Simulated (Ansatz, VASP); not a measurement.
# One calculation of SiGe, two programs

```
CELL_PARAMETERS angstrom
3.90438 0.00000 0.00000
-1.95219 3.38129 0.00000
0.00000 0.00000 6.45368
ATOMIC_POSITIONS crystal
Si 0.66667 0.33333 0.87447
Si 0.33333 0.66667 0.37447
Ge 0.66667 0.33333 0.50053
Ge 0.33333 0.66667 0.00053
```

Alike in both runs: task single point; functional r2SCAN; k mesh 12 × 12 × 4; occupations gaussian, width 0.05 eV; no spin polarisation.

```csv
,VASP,Ansatz
version,VASP 6.6.1,Ansatz 0.2.0
potentials or method,"VASP PAW PBE potentials, release 64 (Si, Ge_d), cutoff 520 eV","scalar-relativistic, plane waves, PAW"
valence electrons in the cell,36,36
```

|  | VASP | Ansatz | Ansatz less VASP |
| --- | --- | --- | --- |
| gap on the k mesh at the Fermi level (eV) | 0.66 | 0.66 | 0.000 |
| least direct gap on the mesh (eV) | 0.78 | 0.79 | +0.007 |
| pressure (GPa) | -0.1 | 0.0 | +0.05 |

VASP's potentials were made for PBE, not for r2SCAN.
